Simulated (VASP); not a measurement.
Set up this calculation in VASP 6.6.1, as the native input.

* Task: single point
* Functional: LDA
* Potentials or basis: VASP PAW LDA potentials, release 64 (Ba_sv, Te)
* Cutoff: 520 eV
* k mesh: 8 × 8 × 8
* Occupations: gaussian, width 0.05 eV
* Spin: no spin polarisation
* Dipole correction: no
* Further INCAR settings: ALGO = Normal; EDIFF = 1e-07; NBANDS = 15

The structure of BaTe lies in POSCAR:

```
BaTe
1.0
    4.1166807260      0.0000000000      0.0000000000
    0.0000000000      4.1166807260      0.0000000000
    0.0000000000      0.0000000000      4.4768902895
Ba Te
1 1
Direct
    0.0000000000      0.0000000000      0.0000000000
    0.5000000000      0.5000000000      0.5000000000
```

This cell differs from its parent crystal: strain +0.0875 x Voigt [0, 0, 1, 0, 0, 0].

One way to write it, as run:

INCAR

```
SYSTEM = BaTe
PREC     = Accurate       ! precision mode
ENCUT    = 520            ! plane-wave cutoff, eV
EDIFF    = 1E-7           ! SCF threshold, eV
ISMEAR   = 0              ! smearing method
SIGMA    = 0.05           ! smearing width, eV
LREAL    = .False.        ! projectors in reciprocal space
LASPH    = .True.         ! aspherical terms in the spheres
NELM     = 60             ! most SCF steps
ALGO     = Normal         ! electronic algorithm
ISIF     = 2              ! what is computed and relaxed
LWAVE    = .False.        ! write WAVECAR
LCHARG   = .False.        ! write CHGCAR
GGA      = CA             ! functional
NBANDS   = 15             ! bands
```

KPOINTS

```
Automatic mesh
0
Gamma
  8 8 8
  0 0 0
```

Potentials or basis: VASP PAW LDA potentials, release 64 (Ba_sv, Te).

Command:

```sh
$ cat potpaw_LDA.64/Ba_sv/POTCAR potpaw_LDA.64/Te/POTCAR > POTCAR
$ mpirun -np 1 vasp_std > vasp.out
```

Results of the run:

```
Pressure               : -2.3 GPa
Band gap on the k mesh : 0.22 eV, indirect (least direct gap 0.44 eV)
```

Caveat: the cell differs from its parent crystal (strain +0.0875 x Voigt [0, 0, 1, 0, 0, 0]); spin-orbit coupling is left out, which moves the levels of the heavy elements.

Run time: 120 s on 1 thread of AMD EPYC 7R13 Processor (Zen 3) (shared host), peak memory 0.19 GiB.
